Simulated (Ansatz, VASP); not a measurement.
## CdS in VASP and in Ansatz

Contents of INCAR:

```
PREC = Accurate ; ENCUT = 600
EDIFF = 1E-6 ; ISMEAR = -1
SIGMA = 0.02 ; LREAL = F
LASPH = T ; NELM = 100
ALGO = Normal ; ISIF = 3
LWAVE = F ; LCHARG = F
GGA = CA ; IBRION = 2
NSW = 80 ; EDIFFG = -0.01
```

The input KPOINTS:

```
Automatic mesh
0
Gamma
  8 8 8
```

POSCAR

```
CdS
1.0
    0.0000000000      2.9165000000      2.9165000000
    2.9165000000      0.0000000000      2.9165000000
    2.9165000000      2.9165000000      0.0000000000
Cd S
1 1
Direct
    0.0000000000      0.0000000000      0.0000000000
    0.2500000000      0.2500000000      0.2500000000
```

Input for Ansatz:

```yaml
crystal:
  lattice:
    - [0.0, 2.9165, 2.9165]
    - [2.9165, 0.0, 2.9165]
    - [2.9165, 2.9165, 0.0]
  atoms:
    - { symbol: Cd, position: [0.0, 0.0, 0.0] }
    - { symbol: S, position: [0.25, 0.25, 0.25] }
  symmetry: { tolerance: 0.0003 }
hamiltonian:
  xc: lda
  pseudopotentials: { kind: paw, azcp: { folder: soft_1 } }
basis:
  ecutwfc: 420
magnetization:
  spin_polarized: false
scf:
  occupations: { method: fermi_dirac, width: 0.02 }
kpoints:
  mp_grid: { grid: [8, 8, 8], shift: [0, 0, 0] }
output:
  forces: true
  stress: true
  eigenvalues: true
relax:
  max_steps: 60
  cell: {}
```

Alike in both runs: task relaxation of cell and atoms; functional LDA; k mesh 8 × 8 × 8; occupations fermi-dirac, width 0.02 eV; no spin polarisation.

|  | VASP | Ansatz |
| --- | --- | --- |
| version | VASP 6.6.1 | Ansatz 0.2.0 |
| potentials or method | VASP PAW LDA potentials, release 64 (Cd, S), cutoff 600 eV | PAW plane waves |
| valence electrons in the cell | 18 | 26 |

```tsv
	VASP	Ansatz	Ansatz less VASP
gap on the k mesh at the Fermi level, each at its own relaxed structure (eV)	0.96	0.95	-0.015
relaxed volume (Å³/atom)	24.02	23.85	-0.173
relaxed cell length with the largest relative difference (Å)	4.081	4.071	-0.0098
```

Ansatz warns that its potentials were made for another functional, while VASP's fit it. LDA's correlation is that of Perdew and Zunger in VASP and of Perdew and Wang (1992) in Ansatz. VASP's potentials hold 18 valence electrons a cell and Ansatz's 26, so a difference there can come from the potentials and not from the codes.
